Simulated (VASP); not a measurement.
# Ir in VASP: notebook

Runs on Ir. Level: PBE. Tasks: single point, relaxation of cell and atoms.

Program: VASP 6.6.1. These are calculated values, not measurements. Logs are shortened: lines on timing, memory, paths and dates and some standing lists are left out, and cuts for length are marked.

### 1 The cell of the first run

The structure is tetragonal, space group I4/mmm (No. 139). The conventional cell has a = 2.792 Å, b = 2.792 Å, c = 3.824 Å, α = 90.00°, β = 90.00°, γ = 90.00°. Ir (site symmetry 4/mmm) has 12 Ir at 2.75 to 2.79 Å within 3.6 Å.

### 2 Single point, PBE (biaxial strain in the a-b plane: +2.0 %)

Input file INCAR:

```
PREC = Accurate
ENCUT = 520
EDIFF = 1E-7
ISMEAR = 0
SIGMA = 0.1
LREAL = F
LASPH = T
NELM = 80
ALGO = Fast
ISIF = 2
LWAVE = F
LCHARG = F
GGA = PE
NBANDS = 16
```

Input file KPOINTS:

```
Automatic mesh
0
Gamma
  18 18 14
```

Input file POSCAR:

```
Ir
1.0
    1.9740328362      1.9740328362      0.0000000000
   -1.9740328362      1.9740328362      0.0000000000
    0.0000000000      0.0000000000      3.8242047886
Ir
2
Direct
    0.0000000000      0.0000000000      0.0000000000
    0.5000000000      0.5000000000      0.5000000000
```

Potentials or basis: VASP PAW PBE potentials, release 64 (Ir).

Command:

```sh
$ cat potpaw_PBE.64/Ir/POTCAR > POTCAR
$ mpirun -np 1 vasp_std > vasp.out
```

OUTCAR:

```text
PREC = Accurate
   ENCUT = 520
   EDIFF = 1E-7
   ISMEAR = 0
   LREAL = F
   LASPH = T
   NELM = 80
   ISIF = 2
   GGA = PE

 ion  position               nearest neighbor table
   1  0.000  0.000  0.000-   2 2.75   2 2.75   2 2.75   2 2.75   2 2.75   2 2.75   2 2.75   2 2.75

   2  0.500  0.500  0.500-   1 2.75   1 2.75   1 2.75   1 2.75   1 2.75   1 2.75   1 2.75   1 2.75

  LATTYP: Found a simple tetragonal cell.
 ALAT       =     2.7917040095
 C/A-ratio  =     1.3698460781

  Lattice vectors:

 A1 = (   1.9740328362,   1.9740328362,   0.0000000000)
 A2 = (  -1.9740328362,   1.9740328362,   0.0000000000)
 A3 = (   0.0000000000,   0.0000000000,   3.8242047886)

Analysis of symmetry for initial positions (statically):
=====================================================================
 Subroutine PRICEL returns following result:

  LATTYP: Found a body centered tetragonal cell.
 ALAT       =     2.7917040095
 C/A-ratio  =     1.3698460781

  Lattice vectors:

 A1 = (   0.0000000000,  -1.9740328362,  -1.9121023943)
 A2 = (   0.0000000000,   1.9740328362,  -1.9121023943)
 A3 = (   1.9740328362,   0.0000000000,   1.9121023943)

   2 primitive cells build up your supercell.

 Routine SETGRP: Setting up the symmetry group for a
 simple tetragonal supercell.

 Subroutine GETGRP returns: Found 16 space group operations
 (whereof 16 operations were pure point group operations)
 out of a pool of 16 trial point group operations.

The static configuration has the point symmetry D_4h.

Analysis of symmetry for dynamics (positions and initial velocities):
=====================================================================
 Subroutine PRICEL returns following result:

  LATTYP: Found a body centered tetragonal cell.
 ALAT       =     2.7917040095
 C/A-ratio  =     1.3698460781

  Lattice vectors:

 A1 = (   0.0000000000,  -1.9740328362,  -1.9121023943)
 A2 = (   0.0000000000,   1.9740328362,  -1.9121023943)
 A3 = (   1.9740328362,   0.0000000000,   1.9121023943)

   2 primitive cells build up your supercell.

 Routine SETGRP: Setting up the symmetry group for a
 simple tetragonal supercell.

 Subroutine GETGRP returns: Found 16 space group operations
 (whereof 16 operations were pure point group operations)
 out of a pool of 16 trial point group operations.

The dynamic configuration has the point symmetry D_4h.

 Subroutine INISYM returns: Found 16 space group operations
 (whereof 16 operations are pure point group operations),
 and found     2 'primitive' translations

----------------------------------------------------------------------------------------

                                     Primitive cell

  volume of cell :      14.9022

  direct lattice vectors                    reciprocal lattice vectors
     0.000000000 -1.974032836 -1.912102394     0.253288593 -0.253288593 -0.261492272
     0.000000000  1.974032836 -1.912102394     0.253288593  0.253288593 -0.261492272
     1.974032836  0.000000000  1.912102394     0.506577186  0.000000000  0.000000000

  length of vectors
     2.748261488  2.748261488  2.748261488     0.443495695  0.443495695  0.506577186

  position of ions in fractional coordinates (direct lattice)
     0.000000000  0.000000000  0.000000000

  ion indices of the primitive-cell ions
   primitive index   ion index
                 1           1

----------------------------------------------------------------------------------------

 KPOINTS: Automatic mesh

Automatic generation of k-mesh.
 Grid dimensions read from file:
 generate k-points for:   18   18   14

 Generating k-lattice:

  Cartesian coordinates                     Fractional coordinates (reciprocal lattice)
     0.014071589  0.014071589  0.000000000     0.055555556  0.000000000  0.000000000
    -0.014071589  0.014071589  0.000000000     0.000000000  0.055555556  0.000000000
     0.000000000  0.000000000  0.018678019     0.000000000  0.000000000  0.071428571

  Length of vectors
     0.019900231  0.019900231  0.018678019

  Shift w.r.t. Gamma in fractional coordinates (k-lattice)
     0.000000000  0.000000000  0.000000000

 Subroutine IBZKPT returns following result:
 ===========================================

 Found    440 irreducible k-points:

 Following reciprocal coordinates:
            Coordinates               Weight
  0.000000  0.000000  0.000000      1.000000
  0.055556  0.000000  0.000000      4.000000
  0.111111  0.000000  0.000000      4.000000
  0.166667  0.000000  0.000000      4.000000
  0.222222  0.000000  0.000000      4.000000
  0.277778  0.000000  0.000000      4.000000
[... 16 lines left out ...]
  0.277778  0.111111  0.000000      8.000000
  0.333333  0.111111  0.000000      8.000000
 [... further k-points ...]
   k-points           NKPTS =    440   k-points in BZ     NKDIM =    440   number of bands    NBANDS=     16
   number of dos      NEDOS =    301   number of ions     NIONS =      2
   total plane-waves  NPLWV =  16128
   dimension x,y,z NGX =    24 NGY =   24 NGZ =   28
   dimension x,y,z NGXF=    48 NGYF=   48 NGZF=   56
   ions per type =               2
   NGX,Y,Z   is equivalent  to a cutoff of  14.29, 14.29, 12.17 a.u.
   NGXF,Y,Z  is equivalent  to a cutoff of  28.58, 28.58, 24.34 a.u.
 SYSTEM =  unknown system
   PREC   = accura    normal or accurate (medium, high low for compatibility)
   ISTART =      0    job   : 0-new  1-cont  2-samecut
   ICHARG =      2    charge: 1-file 2-atom 10-const
   ISPIN  =      1    spin polarized calculation?
   LNONCOLLINEAR =      F non collinear calculations
   LSORBIT =      F    spin-orbit coupling
   LASPH  =      T    aspherical Exc in radial PAW
   ENCUT  =  520.0 eV  38.22 Ry    6.18 a.u.   5.19  5.19  7.11*2*pi/ulx,y,z
   NELM   =     80;   NELMIN=  2; NELMDL= -5     # of ELM steps
   EDIFF  = 0.1E-06   stopping-criterion for ELM
   LREAL  =      F    real-space projection
   EDIFFG = 0.1E-05   stopping-criterion for IOM
   NSW    =      0    number of steps for IOM
   IBRION =     -1    ionic relax: 0-MD 1-quasi-New 2-CG
   NFREE  =      0    steps in history (QN), initial steepest desc. (CG)
   ISIF   =      2    stress and relaxation
   ISYM   =      2    0-nonsym 1-usesym 2-fastsym
   POTIM  = 0.5000    time-step for ionic-motion
   TEBEG  =    0.0;   TEEND  =   0.0 temperature during run
   PSTRESS=    0.0 pullay stress
   NELECT =      18.0000    total number of electrons
   NUPDOWN=      -1.0000    fix difference up-down
   EMIN   =  10.00;   EMAX   =-10.00  energy-range for DOS
   EFERMI =   0.00;   METHOD = LEGACY
   ISMEAR =     0;   SIGMA  =   0.10  broadening in eV -4-tet -1-fermi 0-gaus
   EFERMI_NEDOS =   21; number of points for ismear=-14 and -15
   IALGO  =     68    algorithm
   IMIX   =      4    mixing-type and parameters
     AMIX     =   0.40;   BMIX     =  1.00
     AMIX_MAG =   1.60;   BMIX_MAG =  1.00
  volume/ion in A,a.u.               =      14.90       100.56
  Fermi-wavevector in a.u.,A,eV,Ry     =   1.383797  2.614997 26.053715  1.914894
  Thomas-Fermi vector in A             =   2.508361
   LORBIT       =      0    0 simple, 1 ext, 2 COOP (PROOUT), +10 PAW based schemes
   GGA     = PE    functional components
   LHFCALC =     F    Hartree Fock is set to
   AEXX    =    0.0000 exact exchange contribution
   IVDW    =     0    specifies the selected vdW correction
   LEPSILON=     F    determine dielectric tensor
   LRPA    =     F    only Hartree local field effects (RPA)
 non-spin polarized calculation
 RMM-DIIS sequential band-by-band and
 Gauss-broadening in eV      SIGMA  =   0.10
  energy-cutoff  :      520.00
  volume of cell :       29.80
 maximum number of plane-waves:       816
 NGX is ok and might be reduce to    24

 number of electron      17.9999998 magnetization

 Free energy of the ion-electron system (eV)
  ---------------------------------------------------
  ext. energy  EPLUGINS =         0.00000000
  ---------------------------------------------------
  free energy    TOTEN  =       -17.66440408 eV

  energy without entropy =      -17.65436411  energy(sigma->0) =      -17.65938410

 E-fermi :   9.5179     XC(G=0): -13.6797

 val. band max:        9.5178565478   @ k =   0.5000   0.4444   0.2143
 cond. band min:       9.5185018734   @ k =   0.4444   0.4444   0.0714
 fundamental gap:      0.0006453257
 Fermi energy:         9.5178738081

 k-point     1 :       0.0000    0.0000    0.0000
  band No.  band energies     occupation
      1      -1.0411      2.00000
      2       2.2281      2.00000
      3       2.7129      2.00000
      4       5.8189      2.00000
      5       5.8189      2.00000
      6       6.1940      2.00000
[... 8 lines left out ...]
     15      20.6095      0.00000
     16      23.9600      0.00000

 k-point     2 :       0.0556    0.0000    0.0000
  band No.  band energies     occupation
      1      -0.9558      2.00000
      2       2.2910      2.00000
      3       2.7700      2.00000
      4       5.7754      2.00000
      5       5.8524      2.00000
      6       6.2370      2.00000
[... 8 lines left out ...]
     15      20.9296      0.00000
     16      24.1046      0.00000

 k-point     3 :       0.1111    0.0000    0.0000
  band No.  band energies     occupation
      1      -0.7043      2.00000
      2       2.4612      2.00000
      3       2.9499      2.00000
      4       5.6542      2.00000
      5       5.9521      2.00000
      6       6.3531      2.00000
[... 8 lines left out ...]
     15      21.4347      0.00000
     16      24.5207      0.00000

 k-point     4 :       0.1667    0.0000    0.0000
  band No.  band energies     occupation
      1      -0.2993      2.00000
      2       2.6965      2.00000
      3       3.2627      2.00000
      4       5.4801      2.00000
      5       6.1163      2.00000
      6       6.4980      2.00000
[... 8 lines left out ...]
     15      22.3660      0.00000
     16      25.1555      0.00000
[... 324 lines left out ...]
 k-point    22 :       0.2222    0.1111    0.0000
  band No.  band energies     occupation
      1       0.5392      2.00000
      2       3.2395      2.00000
      3       3.8324      2.00000
      4       4.9234      2.00000
      5       6.7170      2.00000
      6       6.7430      2.00000
[... 8 lines left out ...]
     15      22.8496      0.00000
     16      26.3065      0.00000

 k-point    23 :       0.2778    0.1111    0.0000
  band No.  band energies     occupation
      1       1.1512      2.00000
      2       3.5448      2.00000
      3       4.2079      2.00000
      4       4.7298      2.00000
      5       6.1398      2.00000
      6       6.5038      2.00000
[... 8 lines left out ...]
     15      23.6609      0.00000
     16      25.4214      0.00000

 k-point    24 :       0.3333    0.1111    0.0000
  band No.  band energies     occupation
      1       1.8175      2.00000
      2       3.8813      2.00000
      3       4.4366      2.00000
      4       4.5856      2.00000
      5       5.6066      2.00000
      6       6.1690      2.00000
[... 8 lines left out ...]
     15      24.4495      0.00000
     16      24.5849      0.00000

 [... further k-points ...]

------------------------ aborting loop because EDIFF is reached ----------------------------------------

  FORCE on cell =-STRESS in cart. coord.  units (eV):
  Direction    XX          YY          ZZ          XY          YZ          ZX
  --------------------------------------------------------------------------------------
  -------------------------------------------------------------------------------------
  Total       -2.1901335     -2.1901335     -0.2677064      0.0000000     -0.0000000      0.0000000
  in kB     -117.7338349   -117.7338349    -14.3909481      0.0000000     -0.0000000      0.0000000
  external PRESSURE =     -83.2862059 kB  Pullay stress =       0.0000000 kB

 VOLUME and BASIS-vectors are now :
 -----------------------------------------------------------------------------
  energy-cutoff  :      520.00
  volume of cell :       29.80
      direct lattice vectors                 reciprocal lattice vectors
     1.974032836  1.974032836  0.000000000     0.253288593  0.253288593  0.000000000
    -1.974032836  1.974032836  0.000000000    -0.253288593  0.253288593  0.000000000
     0.000000000  0.000000000  3.824204789     0.000000000  0.000000000  0.261492272

 POSITION                                       TOTAL-FORCE (eV/Angst)
 -----------------------------------------------------------------------------------
      0.00000      0.00000      0.00000        -0.000000      0.000000     -0.000000
      0.00000      1.97403      1.91210         0.000000     -0.000000      0.000000
 -----------------------------------------------------------------------------------
    total drift:                               -0.000000      0.000000     -0.000000

  FREE ENERGIE OF THE ION-ELECTRON SYSTEM (eV)
  ---------------------------------------------------
  free  energy   TOTEN  =       -17.6644040823 eV

  energy  without entropy=      -17.6543641146  energy(sigma->0) =      -17.65938410
```

Wall time 99 s (1 thread of Intel Xeon 6975P-C (Granite Rapids), shared host); peak memory 0.28 GiB.

What came out:

```yaml
Free_energy: -17.6644 eV
Pressure: -8.3 GPa
Band_gap_on_the_k_mesh: zero (band 9 reaches 11.03 eV, above the bottom of band 10 at 7.68 eV)
```

Caveat: the cell differs from its parent crystal (biaxial strain in the a-b plane: +2.0 %); spin-orbit coupling is left out, which moves the levels of the heavy elements.

### 3 Relaxation of cell and atoms, PBE, target pressure -1 GPa, at which the enthalpy is minimised

This run uses another cell than the first one: it holds 1 atom, not 2.

Input file INCAR:

```
  ALGO = Normal
  EDIFF = 1E-7
  EDIFFG = -0.008
  ENCUT = 600
  GGA = PE
  IBRION = 2
  ISIF = 3
  ISMEAR = 0
  LASPH = T
  LCHARG = F
  LREAL = F
  LWAVE = F
  NELM = 80
  NSW = 70
  PREC = Accurate
  PSTRESS = -10.0
  SIGMA = 0.1
```

Input file KPOINTS:

```
k-points
0
Gamma
  18 18 18
```

Input file POSCAR:

```
Ir
1.0
    0.0000000000      1.9415477454      1.9415477454
    1.9415477454      0.0000000000      1.9415477454
    1.9415477454      1.9415477454      0.0000000000
Ir
1
Direct
    0.0000000000      0.0000000000      0.0000000000
```

Potentials or basis: VASP PAW PBE potentials, release 64 (Ir).

Command:

```sh
$ cat potpaw_PBE.64/Ir/POTCAR > POTCAR
$ mpirun -np 1 vasp_std > vasp.out
```

Wall time 19 s (1 thread of Intel Xeon 6975P-C (Granite Rapids), shared host); peak memory 0.17 GiB.

Results (log left out):

| Item | Value |
| --- | --- |
| Free energy | -8.8539 eV |
| Relaxed volume | 14.56 Å³/atom |
| Relaxed cell | a = 2.741 Å, b = 2.741 Å, c = 2.741 Å, α = 60.00°, β = 60.00°, γ = 60.00° |
| Space group after relaxing (to 0.05 Å) | Fm-3m (No. 225) |
| Energy change on relaxing (the enthalpy is what falls) | -0.9 meV/atom |
| Ionic steps | 3 |
| Pressure after relaxing | -1.0 GPa |

The path:
```
step  energy change (eV)  largest force (eV/Å)  pressure (GPa)  volume (Å³)
   1              0.0000                0.0000           -2.74        14.64
   2              0.0026                0.0000            5.46        14.30
   3             -0.0009                0.0000           -1.00        14.56
```

Final structure:
```
CELL_PARAMETERS angstrom
0.00000 1.93823 1.93823
1.93823 0.00000 1.93823
1.93823 1.93823 0.00000
ATOMIC_POSITIONS crystal
Ir 0.00000 0.00000 0.00000
```

Levels at points of the mesh, in eV from the Fermi level:
```
           k point  band 1  band 2  band 3  band 4  band 5  band 6  band 7  band 8
(0.00, 0.00, 0.00)  -10.84   -3.75   -3.75   -3.75   -1.18   -1.18   14.35   19.76
(0.50, 0.00, 0.00)   -7.83   -3.84   -3.84   -0.71    0.82    0.82    6.94   13.89
(0.50, 0.50, 0.00)   -7.61   -7.06    0.78    1.37    1.37    1.68   10.09   11.54
```

Caveat: the cell is relaxed towards a set pressure, so the enthalpy falls and the energy may rise; spin-orbit coupling is left out, which moves the levels of the heavy elements.

[end of part 1 of 2]
